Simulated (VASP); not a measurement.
MnO:

```
Mn O
1.0
     2.99097   -1.72835    0.00000
     2.99097    1.72835    0.00000
    -1.99777    0.00000    2.82892
Mn O
1 1
Direct
  0.50020 0.50020 0.50067
  0.74980 0.74980 0.24934
```

Base run:

| Item | Value |
| --- | --- |
| Program | VASP 6.6.1 |
| Functional | PBE |
| Potentials or basis | VASP PAW PBE potentials, release 64 (Mn_pv, O) |
| Cutoff | 520 eV |
| k mesh | 9 × 9 × 9 |
| Occupations | fermi-dirac, width 0.05 eV |
| Spin | collinear spin, ferromagnetic start |
| Starting moments | [4.0, 0.0] μB |

Its results: pressure -5.5 GPa; net moment 5.00 μB per cell; site moments Mn +4.44; O +0.18 μB.

Task: The run is repeated on the same cell with these changes: functional from PBE to r2SCAN; further incar settings from ALGO = Normal; EDIFF = 1e-06; NBANDS = 20 to ALGO = Normal; EDIFF = 1e-07; NBANDS = 20. What comes out?

Result: Pressure -7.8 GPa; net moment 5.00 μB per cell; site moments Mn +4.51; O +0.16 μB.

Caveats: the cell stands under tension; a cell with one magnetic atom can't hold antiferromagnetic order, which such compounds often take; the PAW data sets were made with another functional, which shifts forces and pressure a little (at least some runs).
